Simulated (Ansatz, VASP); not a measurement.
**One calculation of Ag, two programs**

Contents of INCAR:

```
PREC = Accurate
ENCUT = 520
EDIFF = 1E-6
ISMEAR = -1
SIGMA = 0.05
LREAL = F
LASPH = T
NELM = 60
ALGO = Normal
ISIF = 2
LWAVE = F
LCHARG = F
NBANDS = 18
```

The input KPOINTS:

```
regular mesh
0
Gamma
  10 10 6
```

POSCAR

```
Ag
1.0
    2.8904005511      0.0000000000      0.0000000000
   -1.4452002756      2.5031603044      0.0000000000
    0.0000000000      0.0000000000      4.7252623344
Ag
2
Direct
    0.6666666667      0.3333333333      0.7500000000
    0.3333333333      0.6666666667      0.2500000000
```

input.yaml

```yaml
crystal:
  lattice:
    - [2.8904005511, 0.0, 0.0]
    - [-1.4452002756, 2.5031603044, 0.0]
    - [0.0, 0.0, 4.7252623344]
  atoms:
    - { symbol: Ag, position: [0.6666666667, 0.3333333333, 0.75] }
    - { symbol: Ag, position: [0.3333333333, 0.6666666667, 0.25] }
hamiltonian:
  xc: lda
  pseudopotentials: { kind: paw }
kpoints:
  mp_grid: { grid: [10, 10, 6] }
scf:
  occupations: { method: fermi_dirac, width: 0.05 }
output:
  forces: true
  stress: true
  eigenvalues: true
```

Alike in both runs: task single point; functional LDA; k mesh 10 × 10 × 6; occupations fermi-dirac, width 0.05 eV; no spin polarisation.

|  | VASP | Ansatz |
| --- | --- | --- |
| version | VASP 6.6.1 | Ansatz 0.2.0 |
| potentials or method | VASP PAW LDA potentials, release 64 (Ag) | Ansatz PAW |
| plane-wave cutoff (eV) | 520 | 420 |
| valence electrons in the cell | 22 | 38 |

VASP gave:

```
gap on the k mesh at the Fermi level (eV)                     : none
pressure (GPa)                                                : -6.9
traceless stress, the component that is largest in VASP (GPa) : -0.41
```

Estimate Ansatz's values.

gap on the k mesh at the Fermi level (eV): none; pressure (GPa): -7.1; traceless stress, the component that is largest in VASP (GPa): -0.41.

LDA's correlation is that of Perdew and Zunger in VASP and of Perdew and Wang (1992) in Ansatz. A gap of «none» marks a metal or a gap that the smearing closes. VASP's potentials hold 22 valence electrons a cell and Ansatz's 38, so a difference there can come from the potentials and not from the codes.
